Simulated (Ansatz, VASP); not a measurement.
**Se: VASP beside Ansatz**

```
CELL_PARAMETERS angstrom
5.62475 3.24745 1.48853
-5.62475 3.24745 1.48853
0.00000 -6.49490 1.48853
ATOMIC_POSITIONS crystal
Se 0.83930 0.71504 0.08414
Se 0.71504 0.08414 0.83930
Se 0.08414 0.83930 0.71504
Se 0.16070 0.28496 0.91586
Se 0.28496 0.91586 0.16070
Se 0.91586 0.16070 0.28496
```

Alike in both runs: task single point; functional r2SCAN; k mesh 6 × 6 × 6; no spin polarisation.

|  | VASP | Ansatz |
| --- | --- | --- |
| version | VASP 6.6.1 | Ansatz 0.2.0 |
| potentials or method | VASP PAW PBE potentials, release 64 (Se) | plane waves, PAW |
| plane-wave cutoff (eV) | 520 | 500 |
| occupations | gaussian, width 0.01 eV | fixed |
| valence electrons in the cell | 36 | 96 |

```tsv
	VASP	Ansatz	Ansatz less VASP
gap on the k mesh at the Fermi level (eV)	1.51	1.52	+0.009
pressure (GPa)	0.8	0.8	+0.03
traceless stress, the component that is largest in VASP (GPa)	0.10	0.08	-0.018
rms of the force components (eV/Å)	0.023	0.023	0.0000
```

VASP's potentials were made for PBE, not for r2SCAN. Atom by atom the forces differ by 0.001 eV/Å (rms over components). VASP's potentials hold 36 valence electrons a cell and Ansatz's 96, so a difference there can come from the potentials and not from the codes.
